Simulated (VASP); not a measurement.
# Ta2C (P-3m1) in VASP: relaxation of cell and atoms with LDA

Aim: the relaxation of cell and atoms of Ta2C with LDA.

All numbers are computed with VASP 6.6.1; they aren't measurements. Logs are shortened: lines on timing, memory, paths and dates and some standing lists are left out, and cuts for length are marked.

### Step 1. The cell of the first run

The structure is trigonal, space group P-3m1 (No. 164). Conventional cell: a = 3.106 Å, b = 3.106 Å, c = 4.946 Å, α = 90.00°, β = 90.00°, γ = 120.00°. Within 2.9 Å of Ta (site symmetry 3m) lie 3 C at 2.18 Å. Within 2.9 Å of C (site symmetry -3m) lie 6 Ta at 2.18 Å.

### Step 2. Relaxation of cell and atoms, LDA

INCAR reads:

```
PREC     = Accurate       # precision mode
ENCUT    = 600            # plane-wave cutoff, eV
EDIFF    = 1E-7           # SCF threshold, eV
ISMEAR   = -1             # smearing method
SIGMA    = 0.01           # smearing width, eV
LREAL    = False          # projectors in reciprocal space
LASPH    = True           # aspherical terms in the spheres
NELM     = 120            # most SCF steps
ALGO     = Normal         # electronic algorithm
ISIF     = 3              # what is computed and relaxed
LWAVE    = False          # write WAVECAR
LCHARG   = False          # write CHGCAR
GGA      = CA             # functional
IBRION   = 2              # ionic algorithm
NSW      = 80             # ionic steps
EDIFFG   = -0.1           # ionic threshold
GGA_COMPAT= False        
NELMIN   = 4
```

KPOINTS reads:

```
regular mesh
0
Gamma
  4 4 2
```

POSCAR reads:

```
Ta2C
1.0
    3.1059000000      0.0000000000      0.0000000000
   -1.5529500000      2.6897900000      0.0000000000
    0.0000000000      0.0000000000      4.9464000000
Ta C
2 1
Direct
    0.3333333333      0.6666666667      0.2520100000
    0.6666666667      0.3333333333      0.7479900000
    0.0000000000      0.0000000000      0.0000000000
```

Potentials or basis: VASP PAW LDA potentials, release 64 (Ta_sv_GW, C).

On the command line:

```
$ cat potpaw_LDA.64/Ta_sv_GW/POTCAR potpaw_LDA.64/C/POTCAR > POTCAR
$ mpirun -np 1 vasp_std > vasp.out
```

OUTCAR:

```text
PREC = Accurate
   ENCUT = 600
   EDIFF = 1E-7
   ISMEAR = -1
   LREAL = False
   LASPH = True
   NELM = 120
   ISIF = 3
   GGA = CA
   IBRION = 2
   NSW = 80
   EDIFFG = -0.1
   NELMIN = 4

 ion  position               nearest neighbor table
   1  0.333  0.667  0.252-   3 2.18   3 2.18   3 2.18   2 3.04   2 3.04   2 3.04   2 3.07   2 3.07
                             2 3.07
   2  0.667  0.333  0.748-   3 2.18   3 2.18   3 2.18   1 3.04   1 3.04   1 3.04   1 3.07   1 3.07
                             1 3.07
   3  0.000  0.000  0.000-   1 2.18   2 2.18   2 2.18   1 2.18   2 2.18   1 2.18

  LATTYP: Found a hexagonal cell.
 ALAT       =     3.1059000000
 C/A-ratio  =     1.5925818603

  Lattice vectors:

 A1 = (   3.1059000000,   0.0000000000,   0.0000000000)
 A2 = (  -1.5529500000,   2.6897900000,   0.0000000000)
 A3 = (   0.0000000000,   0.0000000000,   4.9464000000)

Analysis of symmetry for initial positions (statically):
=====================================================================
 Subroutine PRICEL returns:
 Original cell was already a primitive cell.

 Routine SETGRP: Setting up the symmetry group for a
 hexagonal supercell.

 Subroutine GETGRP returns: Found 12 space group operations
 (whereof 12 operations were pure point group operations)
 out of a pool of 24 trial point group operations.

The static configuration has the point symmetry D_3d.

Analysis of symmetry for dynamics (positions and initial velocities):
=====================================================================
 Subroutine PRICEL returns:
 Original cell was already a primitive cell.

 Routine SETGRP: Setting up the symmetry group for a
 hexagonal supercell.

 Subroutine GETGRP returns: Found 12 space group operations
 (whereof 12 operations were pure point group operations)
 out of a pool of 24 trial point group operations.

The dynamic configuration has the point symmetry D_3d.

 Subroutine INISYM returns: Found 12 space group operations
 (whereof 12 operations are pure point group operations),
 and found     1 'primitive' translations

----------------------------------------------------------------------------------------

                                     Primitive cell

  volume of cell :      41.3233

  direct lattice vectors                    reciprocal lattice vectors
     3.105900000  0.000000000  0.000000000     0.321967868  0.185888118  0.000000000
    -1.552950000  2.689790000  0.000000000     0.000000000  0.371776235  0.000000000
     0.000000000  0.000000000  4.946400000     0.000000000  0.000000000  0.202167233

[... 58 lines left out ...]
 SYSTEM =  unknown system
   PREC   = accura    normal or accurate (medium, high low for compatibility)
   ISTART =      0    job   : 0-new  1-cont  2-samecut
   ICHARG =      2    charge: 1-file 2-atom 10-const
   ISPIN  =      1    spin polarized calculation?
   LNONCOLLINEAR =      F non collinear calculations
   LSORBIT =      F    spin-orbit coupling
   LASPH  =      T    aspherical Exc in radial PAW
   ENCUT  =  600.0 eV  44.10 Ry    6.64 a.u.   6.20  6.20  9.88*2*pi/ulx,y,z
   NELM   =    120;   NELMIN=  4; NELMDL= -5     # of ELM steps
   EDIFF  = 0.1E-06   stopping-criterion for ELM
   LREAL  =      F    real-space projection
   EDIFFG = -.1E+00   stopping-criterion for IOM
   NSW    =     80    number of steps for IOM
   IBRION =      2    ionic relax: 0-MD 1-quasi-New 2-CG
   NFREE  =      1    steps in history (QN), initial steepest desc. (CG)
   ISIF   =      3    stress and relaxation
   ISYM   =      2    0-nonsym 1-usesym 2-fastsym
   POTIM  = 0.5000    time-step for ionic-motion
   TEBEG  =    0.0;   TEEND  =   0.0 temperature during run
   PSTRESS=    0.0 pullay stress
   NELECT =      30.0000    total number of electrons
   NUPDOWN=      -1.0000    fix difference up-down
   EMIN   =  10.00;   EMAX   =-10.00  energy-range for DOS
   EFERMI =   0.00;   METHOD = LEGACY
   ISMEAR =    -1;   SIGMA  =   0.01  broadening in eV -4-tet -1-fermi 0-gaus
   EFERMI_NEDOS =   21; number of points for ismear=-14 and -15
   IALGO  =     38    algorithm
   IMIX   =      4    mixing-type and parameters
     AMIX     =   0.40;   BMIX     =  1.00
     AMIX_MAG =   1.60;   BMIX_MAG =  1.00
  volume/ion in A,a.u.               =      13.77        92.95
  Fermi-wavevector in a.u.,A,eV,Ry     =   1.471353  2.780454 29.454977  2.164880
  Thomas-Fermi vector in A             =   2.586499
   LORBIT       =      0    0 simple, 1 ext, 2 COOP (PROOUT), +10 PAW based schemes
   GGA     = CA    functional components
   LHFCALC =     F    Hartree Fock is set to
   AEXX    =    0.0000 exact exchange contribution
   IVDW    =     0    specifies the selected vdW correction
   LEPSILON=     F    determine dielectric tensor
   LRPA    =     F    only Hartree local field effects (RPA)
 conjugate gradient relaxation of ions
 non-spin polarized calculation
  energy-cutoff  :      600.00
  volume of cell :       41.32
 maximum number of plane-waves:      1412
 NGX is ok and might be reduce to    28
   NGX = 13   NGY = 13   NGZ = 19

--------------------------------------- Ionic step        1  -------------------------------------------

 number of electron      30.0000001 magnetization

 Free energy of the ion-electron system (eV)
  ---------------------------------------------------
  ext. energy  EPLUGINS =         0.00000000
  ---------------------------------------------------
  free energy    TOTEN  =       -42.78448292 eV

  energy without entropy =      -42.78448292  energy(sigma->0) =      -42.78448292

------------------------ aborting loop because EDIFF is reached ----------------------------------------

  FORCE on cell =-STRESS in cart. coord.  units (eV):
  Direction    XX          YY          ZZ          XY          YZ          ZX
  --------------------------------------------------------------------------------------
  -------------------------------------------------------------------------------------
  Total       -2.2473741     -2.2473770     -1.8400039      0.0000000      0.0000000      0.0000000
  in kB      -87.1346487    -87.1347587    -71.3401866      0.0000000      0.0000000      0.0000000
  external PRESSURE =     -81.8698647 kB  Pullay stress =       0.0000000 kB
[... 172 lines left out ...]
--------------------------------------- Ionic step        6  -------------------------------------------

 number of electron      29.9999998 magnetization

 Free energy of the ion-electron system (eV)
  ---------------------------------------------------
  ext. energy  EPLUGINS =         0.00000000
  ---------------------------------------------------
  free energy    TOTEN  =       -42.81927173 eV

  energy without entropy =      -42.81927173  energy(sigma->0) =      -42.81927173

 E-fermi :  11.2250     XC(G=0): -13.5267

 val. band max:       10.9567085520   @ k =   0.0000   0.0000   0.0000
 cond. band min:      11.5239688148   @ k =   0.0000   0.0000   0.0000
 fundamental gap:      0.5672602628
 Fermi energy:        11.2250445247

 k-point     1 :       0.0000    0.0000    0.0000
  band No.  band energies     occupation
      1     -56.3711      2.00000
      2     -56.2925      2.00000
      3     -23.5983      2.00000
      4     -22.8371      2.00000
      5     -22.8371      2.00000
      6     -22.7155      2.00000
[... 195 lines left out ...]
  FREE ENERGIE OF THE ION-ELECTRON SYSTEM (eV)
  ---------------------------------------------------
  free  energy   TOTEN  =       -42.8192717344 eV

  energy  without entropy=      -42.8192717344  energy(sigma->0) =      -42.81927173

 reached required accuracy - stopping structural energy minimisation
```

OSZICAR:

```text
N       E                     dE             d eps       ncg     rms          rms(c)
DAV:   1     0.273615988030E+03    0.27362E+03   -0.20734E+04   304   0.177E+03
DAV:   2    -0.268850351504E+02   -0.30050E+03   -0.29322E+03   374   0.440E+02
DAV:   3    -0.483057403616E+02   -0.21421E+02   -0.21135E+02   445   0.108E+02
[... 78 lines left out ...]
DAV:   5    -0.428192681377E+02    0.76067E-04   -0.25640E-04   358   0.135E-01    0.717E-02
DAV:   6    -0.428192702007E+02   -0.20631E-05   -0.13909E-05   349   0.297E-02    0.129E-01
DAV:   7    -0.428192710603E+02   -0.85958E-06   -0.14061E-06   347   0.924E-03    0.949E-02
DAV:   8    -0.428192717924E+02   -0.73211E-06   -0.17897E-06   349   0.123E-02    0.336E-02
DAV:   9    -0.428192717344E+02    0.58036E-07   -0.13215E-07   216   0.312E-03
   6 F= -.42819272E+02 E0= -.42819272E+02  d E =-.283248E-02
```

CONTCAR:

```text
Ta2C
   1.00000000000000
     3.0694872620351061    0.0000000000000000   -0.0000000000000000
    -1.5347436310175531    2.6582555842489839   -0.0000000000000000
    -0.0000000000000000    0.0000000000000000    4.9097780709812371
  Ta              C
     2     1
Direct
     0.3333333332999970    0.6666666667000030    0.2539254393263404
     0.6666666667000030    0.3333333332999970    0.7460745606736594
     0.0000000000000000    0.0000000000000000    0.0000000000000000

  0.00000000E+00  0.00000000E+00  0.00000000E+00
  0.00000000E+00  0.00000000E+00  0.00000000E+00
  0.00000000E+00  0.00000000E+00  0.00000000E+00
```

Run time: 85 s. Hardware: 1 thread of AMD EPYC 7R43 (Zen 3), shared host; peak memory 0.13 GiB.

What came out:

- Free energy: -42.8193 eV
- Relaxed volume: 13.35 Å³/atom
- Relaxed cell: a = 3.069 Å, b = 3.069 Å, c = 4.910 Å, α = 90.00°, β = 90.00°, γ = 120.00°
- Space group after relaxing (to 0.1 Å): P-3m1 (No. 164)
- Energy gained by relaxing: 11.6 meV/atom
- Ionic steps: 6
- Pressure after relaxing: 0.0 GPa
- Band gap on the k mesh: zero (bands 15 and 16 overlap by 0.79 eV)

Forces on the atoms (eV/Å):
```
Ta   0.000  0.000  0.002
Ta   0.000  0.000 -0.002
C    0.000  0.000  0.000
```

Step by step:
```tsv
step	energy change (eV)	largest force (eV/Å)	pressure (GPa)	volume (Å³)
1	0.0000	0.1148	-8.19	41.32
2	0.1832	0.9266	26.06	37.25
3	-0.0319	0.3251	-0.06	40.15
4	-0.0320	0.3310	0.14	40.12
5	-0.0332	0.2453	-0.08	40.02
6	-0.0348	0.0024	0.01	40.06
```

Final structure:
```
Ta C
1.0
     3.06949    0.00000    0.00000
    -1.53474    2.65826    0.00000
     0.00000    0.00000    4.90978
Ta C
2 1
Direct
  0.33333 0.66667 0.25393
  0.66667 0.33333 0.74607
  0.00000 0.00000 0.00000
```

Caveat: the k points lie up to 0.64 Å⁻¹ apart in the final cell, too coarse for converged energies and pressures of a metal; spin-orbit coupling is left out, which moves the levels of the heavy elements. LDA usually gives volumes a few per cent too small.
